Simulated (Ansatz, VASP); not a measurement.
# Two plane-wave programs on NbSnTe4

The input INCAR:

```
SYSTEM = NbSnTe4
  PREC = Accurate
  ENCUT = 520
  EDIFF = 1E-6
  ISMEAR = 0
  SIGMA = 0.1
  LREAL = .False.
  LASPH = .True.
  NELM = 100
  ALGO = Normal
  ISIF = 2
  LWAVE = .False.
  LCHARG = .False.
  GGA = PE
  NBANDS = 34
```

Contents of KPOINTS:

```
Automatic mesh
0
Gamma
  3 3 4
  0 0 0
```

File POSCAR:

```
NbSnTe4
1.0
    6.5846349800      0.0000000000      0.0000000000
   -3.2923174900      5.7024611700      0.0000000000
    0.0000000000      0.0000000000      5.0284179000
Nb Sn Te
1 1 4
Direct
    0.0000000000      0.0000000000      0.0000000000
    0.6666666700      0.3333333300      0.0000000000
    0.3333333300      0.6666666700      0.0000000000
    0.6626386400      0.8313193200      0.5000000000
    0.1686806800      0.8313193200      0.5000000000
    0.1686806800      0.3373613600      0.5000000000
```

Input for Ansatz:

```yaml
crystal:
  lattice:
    - [6.58463498, 0.0, 0.0]
    - [-3.29231749, 5.70246117, 0.0]
    - [0.0, 0.0, 5.0284179]
  atoms:
    - { symbol: Nb, position: [0.0, 0.0, 0.0] }
    - { symbol: Sn, position: [0.66666667, 0.33333333, 0.0] }
    - { symbol: Te, position: [0.33333333, 0.66666667, 0.0] }
    - { symbol: Te, position: [0.66263864, 0.83131932, 0.5] }
    - { symbol: Te, position: [0.16868068, 0.83131932, 0.5] }
    - { symbol: Te, position: [0.16868068, 0.33736136, 0.5] }
basis:
  ecutwfc: 420
kpoints:
  mp_grid: { grid: [3, 3, 4] }
hamiltonian:
  xc: pbe
scf:
  occupations: { method: gaussian, width: 0.1 }
  lower_state_search: "off"
output:
  forces: true
  stress: true
  eigenvalues: true
```

Change from the starting cell: species swapped into the TbAlNi4 type (P-6m2, No. 187).

Alike in both runs: task single point; functional PBE; k mesh 3 × 3 × 4; occupations gaussian, width 0.1 eV; no spin polarisation.

|  | VASP | Ansatz |
| --- | --- | --- |
| version | VASP 6.6.1 | Ansatz 0.2.0 |
| potentials or method | VASP PAW PBE potentials, release 64 (Nb_sv, Sn_d, Te), cutoff 520 eV | scalar-relativistic, plane waves, PAW |
| valence electrons in the cell | 51 | 91 |

```tsv
	VASP	Ansatz	Ansatz less VASP
gap on the k mesh at the Fermi level (eV)	none	none	-
pressure (GPa)	-3.6	-3.5	+0.08
traceless stress, the component that is largest in VASP (GPa)	1.07	1.08	+0.008
rms of the force components (eV/Å)	0.675	0.677	+0.0012
```

Atom by atom the forces differ by 0.001 eV/Å (rms over components). A gap of «none» marks a metal or a gap that the smearing closes. VASP's potentials hold 51 valence electrons a cell and Ansatz's 91, so a difference there can come from the potentials and not from the codes.

The k mesh is coarse, so the values compare programs but aren't converged. Spin-orbit coupling is off throughout.
